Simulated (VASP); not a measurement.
Write the native input for VASP 6.6.1 that does the following.

```
Task                   : single point
Functional             : PBEsol
Potentials or basis    : VASP PAW PBE potentials, release 64 (Pt)
Cutoff                 : 520 eV
k mesh                 : 13 × 13 × 13
Occupations            : methfessel-paxton, width 0.1 eV
Spin                   : no spin polarisation
Dipole correction      : no
Further INCAR settings : ALGO = Normal; EDIFF = 1e-06; NBANDS = 11
```

The structure of Pt lies in POSCAR:

```
Pt
1.0
    0.0000000000      1.9674146658      1.9674146658
    1.9674146658      0.0000000000      1.9674146658
    1.9674146658      1.9674146658      0.0000000000
Pt
1
Direct
    0.0000000000      0.0000000000      0.0000000000
```

The input as run:

INCAR

```
ALGO     = Normal         # electronic algorithm
EDIFF    = 1E-6           # SCF threshold, eV
ENCUT    = 520            # plane-wave cutoff, eV
GGA      = PS             # functional
ISIF     = 2              # what is computed and relaxed
ISMEAR   = 1              # smearing method
LASPH    = T              # aspherical terms in the spheres
LCHARG   = T              # write CHGCAR
LELF     = T              # ELF
LREAL    = F              # projectors in reciprocal space
LVHAR    = T            
LWAVE    = F              # write WAVECAR
NBANDS   = 11             # bands
NELM     = 60             # most SCF steps
PREC     = Accurate       # precision mode
SIGMA    = 0.1            # smearing width, eV
```

KPOINTS

```
k-points
0
Gamma
  13 13 13
```

Potentials or basis: VASP PAW PBE potentials, release 64 (Pt).

Launch:

```sh
$ cat potpaw_PBE.64/Pt/POTCAR > POTCAR
$ mpirun -np 1 vasp_std > vasp.out
```

It gave:

* Pressure: -4.2 GPa
* Band gap on the k mesh: zero (band 5 reaches 11.31 eV, above the bottom of band 6 at 9.19 eV)

Caveat: the PAW data sets were made with another functional, which shifts forces and pressure a little; spin-orbit coupling is left out, which moves the levels of the heavy elements.

Run time: 19 s on 1 thread of Intel Xeon 8259CL (shared host), peak memory 0.15 GiB.
